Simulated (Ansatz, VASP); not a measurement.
K2Ir: VASP beside Ansatz

Contents of INCAR:

```
  PREC = Accurate
  ENCUT = 520
  EDIFF = 1E-6
  ISMEAR = -1
  SIGMA = 0.05
  LREAL = F
  LASPH = T
  NELM = 60
  ALGO = Normal
  ISIF = 2
  LWAVE = F
  LCHARG = F
  GGA = PS
  NBANDS = 20
```

The input KPOINTS:

```
regular mesh
0
Gamma
  8 8 8
```

POSCAR

```
K2Ir
1.0
    0.0000000000      3.6607602214      3.6607602214
    3.6607602214      0.0000000000      3.6607602214
    3.6607602214      3.6607602214      0.0000000000
Ir K
1 2
Direct
    0.0000000000      0.0000000000      0.0000000000
    0.2500000000      0.2500000000      0.2500000000
    0.7500000000      0.7500000000      0.7500000000
```

Input for Ansatz:

```yaml
crystal:
  lattice:
    - [0.0, 3.6607602214, 3.6607602214]
    - [3.6607602214, 0.0, 3.6607602214]
    - [3.6607602214, 3.6607602214, 0.0]
  atoms:
    - { symbol: Ir, position: [0.0, 0.0, 0.0] }
    - { symbol: K, position: [0.25, 0.25, 0.25] }
    - { symbol: K, position: [0.75, 0.75, 0.75] }
kpoints:
  mp_grid: { grid: [8, 8, 8] }
  band_path:
    path:
      - [0.0, 0.0, 0.0]
      - [0.5, 0.0, 0.5]
      - [0.625, 0.25, 0.625]
      - [0.375, 0.375, 0.75]
      - [0.0, 0.0, 0.0]
      - [0.5, 0.5, 0.5]
      - [0.5, 0.25, 0.75]
      - [0.5, 0.0, 0.5]
    npoints: 8
scf:
  occupations: { method: fermi_dirac, width: 0.05 }
hamiltonian:
  xc: pbesol
  pseudopotentials: { kind: all_electron, lapw: { basis_error: 0.0005 } }
output:
  forces: true
  stress: true
  eigenvalues: true
  populations: true
```

Change from the starting cell: volume scaled by 0.9, LAPW.

Alike in both runs: task single point; functional PBEsol; k mesh 8 × 8 × 8; occupations fermi-dirac, width 0.05 eV; no spin polarisation.

|  | VASP | Ansatz |
| --- | --- | --- |
| version | VASP 6.6.1 | Ansatz 0.2.0 |
| potentials or method | VASP PAW PBE potentials, release 64 (Ir, K_sv), cutoff 520 eV | all-electron LAPW, scalar-relativistic |

Ansatz gave:

| Property | Result |
| --- | --- |
| pressure (GPa) | 1.9 |

Question: Which values does VASP return?

Answer: Pressure (GPa): 2.0.

VASP's potentials were made for PBE, not for PBEsol. Ansatz ran all-electron here, and VASP with PAW potentials.

Spin-orbit coupling is off throughout.
